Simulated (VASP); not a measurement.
# Ag (Fm-3m) in VASP: further runs

Runs on Ag. Level: LDA. Tasks: single point.

Program: VASP 6.6.1. These are calculated values, not measurements. Logs are shortened: lines on timing, memory, paths and dates and some standing lists are left out, and cuts for length are marked.

## 1. The cell of the first run

It takes space group Fm-3m (No. 225, cubic). The conventional cell has a = 4.135 Å, b = 4.135 Å, c = 4.135 Å, α = 90.00°, β = 90.00°, γ = 90.00°. Within 3.9 Å of Ag (site symmetry m-3m) lie 12 Ag at 2.92 Å.

## 2. Single point, LDA

INCAR reads:

```
ALGO = Normal ; EDIFF = 1E-7
ENCUT = 520 ; ISIF = 2
ISMEAR = 0 ; LASPH = True
LCHARG = False ; LREAL = False
LWAVE = False ; NBANDS = 12
NELM = 100 ; PREC = Accurate
SIGMA = 0.1
```

KPOINTS reads:

```
k-points
0
Gamma
  8 8 8
```

POSCAR reads:

```
Ag
1.0
    0.0000000000      2.0675000000      2.0675000000
    2.0675000000      0.0000000000      2.0675000000
    2.0675000000      2.0675000000      0.0000000000
Ag
1
Direct
    0.0000000000      0.0000000000      0.0000000000
```

Potentials or basis: VASP PAW LDA potentials, release 64 (Ag).

Started as:

```bash
cat potpaw_LDA.64/Ag/POTCAR > POTCAR
mpirun -np 1 vasp_std > vasp.out
```

OUTCAR:

```text
EDIFF = 1E-7
   ENCUT = 520
   ISIF = 2
   ISMEAR = 0
   LASPH = True
   LREAL = False
   NELM = 100
   PREC = Accurate

 ion  position               nearest neighbor table
   1  0.000  0.000  0.000-

  LATTYP: Found a face centered cubic cell.
 ALAT       =     4.1350000000

  Lattice vectors:

 A1 = (   0.0000000000,   2.0675000000,   2.0675000000)
 A2 = (   2.0675000000,   0.0000000000,   2.0675000000)
 A3 = (   2.0675000000,   2.0675000000,   0.0000000000)

Analysis of symmetry for initial positions (statically):
=====================================================================
 Subroutine PRICEL returns:
 Original cell was already a primitive cell.

 Routine SETGRP: Setting up the symmetry group for a
 face centered cubic supercell.

 Subroutine GETGRP returns: Found 48 space group operations
 (whereof 48 operations were pure point group operations)
 out of a pool of 48 trial point group operations.

The static configuration has the point symmetry O_h .

Analysis of symmetry for dynamics (positions and initial velocities):
=====================================================================
 Subroutine PRICEL returns:
 Original cell was already a primitive cell.

 Routine SETGRP: Setting up the symmetry group for a
 face centered cubic supercell.

 Subroutine GETGRP returns: Found 48 space group operations
 (whereof 48 operations were pure point group operations)
 out of a pool of 48 trial point group operations.

The dynamic configuration has the point symmetry O_h .

 Subroutine INISYM returns: Found 48 space group operations
 (whereof 48 operations are pure point group operations),
 and found     1 'primitive' translations

----------------------------------------------------------------------------------------

                                     Primitive cell

  volume of cell :      17.6753

  direct lattice vectors                    reciprocal lattice vectors
     0.000000000  2.067500000  2.067500000    -0.241837969  0.241837969  0.241837969
     2.067500000  0.000000000  2.067500000     0.241837969 -0.241837969  0.241837969
     2.067500000  2.067500000  0.000000000     0.241837969  0.241837969 -0.241837969

  length of vectors
     2.923886540  2.923886540  2.923886540     0.418875649  0.418875649  0.418875649

  position of ions in fractional coordinates (direct lattice)
     0.000000000  0.000000000  0.000000000

  ion indices of the primitive-cell ions
   primitive index   ion index
                 1           1

----------------------------------------------------------------------------------------

 KPOINTS: k-points

Automatic generation of k-mesh.
 Grid dimensions read from file:
 generate k-points for:    8    8    8

 Generating k-lattice:

  Cartesian coordinates                     Fractional coordinates (reciprocal lattice)
    -0.030229746  0.030229746  0.030229746     0.125000000  0.000000000  0.000000000
     0.030229746 -0.030229746  0.030229746     0.000000000  0.125000000  0.000000000
     0.030229746  0.030229746 -0.030229746     0.000000000  0.000000000  0.125000000

  Length of vectors
     0.052359456  0.052359456  0.052359456

  Shift w.r.t. Gamma in fractional coordinates (k-lattice)
     0.000000000  0.000000000  0.000000000

 Subroutine IBZKPT returns following result:
 ===========================================

 Found     29 irreducible k-points:

 Following reciprocal coordinates:
            Coordinates               Weight
  0.000000  0.000000  0.000000      1.000000
  0.125000  0.000000  0.000000      8.000000
  0.250000  0.000000  0.000000      8.000000
  0.375000  0.000000  0.000000      8.000000
  0.500000  0.000000  0.000000      4.000000
  0.125000  0.125000  0.000000      6.000000
[... 16 lines left out ...]
  0.500000  0.250000  0.125000     48.000000
 -0.375000  0.250000  0.125000     24.000000
 [... further k-points ...]
   k-points           NKPTS =     29   k-points in BZ     NKDIM =     29   number of bands    NBANDS=     12
   number of dos      NEDOS =    301   number of ions     NIONS =      1
   total plane-waves  NPLWV =  13824
   dimension x,y,z NGX =    24 NGY =   24 NGZ =   24
   dimension x,y,z NGXF=    48 NGYF=   48 NGZF=   48
   ions per type =               1
   NGX,Y,Z   is equivalent  to a cutoff of  13.65, 13.65, 13.65 a.u.
   NGXF,Y,Z  is equivalent  to a cutoff of  27.29, 27.29, 27.29 a.u.
 SYSTEM =  unknown system
   PREC   = accura    normal or accurate (medium, high low for compatibility)
   ISTART =      0    job   : 0-new  1-cont  2-samecut
   ICHARG =      2    charge: 1-file 2-atom 10-const
   ISPIN  =      1    spin polarized calculation?
   LNONCOLLINEAR =      F non collinear calculations
   LSORBIT =      F    spin-orbit coupling
   LASPH  =      T    aspherical Exc in radial PAW
   ENCUT  =  520.0 eV  38.22 Ry    6.18 a.u.   5.44  5.44  5.44*2*pi/ulx,y,z
   NELM   =    100;   NELMIN=  2; NELMDL= -5     # of ELM steps
   EDIFF  = 0.1E-06   stopping-criterion for ELM
   LREAL  =      F    real-space projection
   EDIFFG = 0.1E-05   stopping-criterion for IOM
   NSW    =      0    number of steps for IOM
   IBRION =     -1    ionic relax: 0-MD 1-quasi-New 2-CG
   NFREE  =      0    steps in history (QN), initial steepest desc. (CG)
   ISIF   =      2    stress and relaxation
   ISYM   =      2    0-nonsym 1-usesym 2-fastsym
   POTIM  = 0.5000    time-step for ionic-motion
   TEBEG  =    0.0;   TEEND  =   0.0 temperature during run
   PSTRESS=    0.0 pullay stress
   NELECT =      11.0000    total number of electrons
   NUPDOWN=      -1.0000    fix difference up-down
   EMIN   =  10.00;   EMAX   =-10.00  energy-range for DOS
   EFERMI =   0.00;   METHOD = LEGACY
   ISMEAR =     0;   SIGMA  =   0.10  broadening in eV -4-tet -1-fermi 0-gaus
   EFERMI_NEDOS =   21; number of points for ismear=-14 and -15
   IALGO  =     38    algorithm
   IMIX   =      4    mixing-type and parameters
     AMIX     =   0.40;   BMIX     =  1.00
     AMIX_MAG =   1.60;   BMIX_MAG =  1.00
  volume/ion in A,a.u.               =      17.68       119.28
  Fermi-wavevector in a.u.,A,eV,Ry     =   1.397709  2.641288 26.580226  1.953591
  Thomas-Fermi vector in A             =   2.520939
   LORBIT       =      0    0 simple, 1 ext, 2 COOP (PROOUT), +10 PAW based schemes
   GGA     = CA    functional components
   LHFCALC =     F    Hartree Fock is set to
   AEXX    =    0.0000 exact exchange contribution
   IVDW    =     0    specifies the selected vdW correction
   LEPSILON=     F    determine dielectric tensor
   LRPA    =     F    only Hartree local field effects (RPA)
 non-spin polarized calculation
 Gauss-broadening in eV      SIGMA  =   0.10
  energy-cutoff  :      520.00
  volume of cell :       17.68
 maximum number of plane-waves:       531
 NGX is ok and might be reduce to    24
   NGX = 11   NGY = 11   NGZ = 11

 number of electron      10.9999999 magnetization

 Free energy of the ion-electron system (eV)
  ---------------------------------------------------
  ext. energy  EPLUGINS =         0.00000000
  ---------------------------------------------------
  free energy    TOTEN  =        -3.69697879 eV

  energy without entropy =       -3.69388783  energy(sigma->0) =       -3.69543331

 E-fermi :   7.4304     XC(G=0): -12.3721

 val. band max:        7.3544751684   @ k =   0.5000   0.2500   0.1250
 cond. band min:       7.8319900742   @ k =   0.5000   0.3750   0.1250
 fundamental gap:      0.4775149058
 Fermi energy:         7.4303771646

 k-point     1 :       0.0000    0.0000    0.0000
  band No.  band energies     occupation
      1       0.0838      2.00000
      2       3.0115      2.00000
      3       3.0115      2.00000
      4       3.0115      2.00000
      5       4.0016      2.00000
      6       4.0016      2.00000
      7      23.5915      0.00000
      8      26.8775      0.00000
      9      26.8775      0.00000
     10      26.8775      0.00000
     11      31.8123      0.00000
     12      32.5641      0.00000

 k-point     2 :       0.1250    0.0000    0.0000
  band No.  band energies     occupation
      1       0.5423      2.00000
      2       2.9289      2.00000
      3       3.1244      2.00000
      4       3.1244      2.00000
      5       3.9696      2.00000
      6       3.9696      2.00000
      7      22.9594      0.00000
      8      24.5864      0.00000
      9      26.9841      0.00000
     10      26.9841      0.00000
     11      30.6492      0.00000
     12      31.9687      0.00000

 k-point     3 :       0.2500    0.0000    0.0000
  band No.  band energies     occupation
      1       1.4479      2.00000
      2       3.2049      2.00000
      3       3.2049      2.00000
      4       3.2349      2.00000
      5       4.1204      2.00000
      6       4.1204      2.00000
      7      18.4877      0.00000
      8      24.1473      0.00000
      9      26.7371      0.00000
     10      26.7371      0.00000
     11      30.1265      0.00000
     12      30.5150      0.00000
[... 286 lines left out ...]
 k-point    23 :       0.5000    0.2500    0.1250
  band No.  band energies     occupation
      1       2.1756      2.00000
      2       2.7332      2.00000
      3       3.0448      2.00000
      4       3.7588      2.00000
      5       4.4843      2.00000
      6       7.3545      1.71692
      7      14.7647      0.00000
      8      19.0997      0.00000
      9      21.4219      0.00000
     10      26.3494      0.00000
     11      29.7853      0.00000
     12      33.0511      0.00000

 k-point    24 :      -0.3750    0.2500    0.1250
  band No.  band energies     occupation
      1       2.1209      2.00000
      2       2.5952      2.00000
      3       3.4340      2.00000
      4       3.5911      2.00000
      5       4.6856      2.00000
      6       9.8940      0.00000
      7      11.3746      0.00000
      8      19.6588      0.00000
      9      19.9816      0.00000
     10      25.7888      0.00000
     11      30.4361      0.00000
     12      34.4537      0.00000

 [... further k-points ...]
[... 5 lines left out ...]
  --------------------------------------------------------------------------------------
  -------------------------------------------------------------------------------------
  Total       -1.0725042     -1.0725042     -1.0725042     -0.0000000     -0.0000000     -0.0000000
  in kB      -97.2171805    -97.2171805    -97.2171805     -0.0000000     -0.0000000     -0.0000000
  external PRESSURE =     -97.2171805 kB  Pullay stress =       0.0000000 kB

 VOLUME and BASIS-vectors are now :
 -----------------------------------------------------------------------------
  energy-cutoff  :      520.00
  volume of cell :       17.68
      direct lattice vectors                 reciprocal lattice vectors
     0.000000000  2.067500000  2.067500000    -0.241837969  0.241837969  0.241837969
     2.067500000  0.000000000  2.067500000     0.241837969 -0.241837969  0.241837969
     2.067500000  2.067500000  0.000000000     0.241837969  0.241837969 -0.241837969

 POSITION                                       TOTAL-FORCE (eV/Angst)
 -----------------------------------------------------------------------------------
      0.00000      0.00000      0.00000         0.000000      0.000000     -0.000000
 -----------------------------------------------------------------------------------
    total drift:                               -0.000000     -0.000000      0.000000

  FREE ENERGIE OF THE ION-ELECTRON SYSTEM (eV)
  ---------------------------------------------------
  free  energy   TOTEN  =        -3.6969787917 eV

  energy  without entropy=       -3.6938878289  energy(sigma->0) =       -3.69543331
```

Run time: 13 s. Hardware: 1 thread of AMD EPYC 7R13, shared host; peak memory 0.1 GiB.

Results:

```
Free energy : -3.6970 eV
Pressure    : -9.7 GPa
```

[end of part 1 of 2]
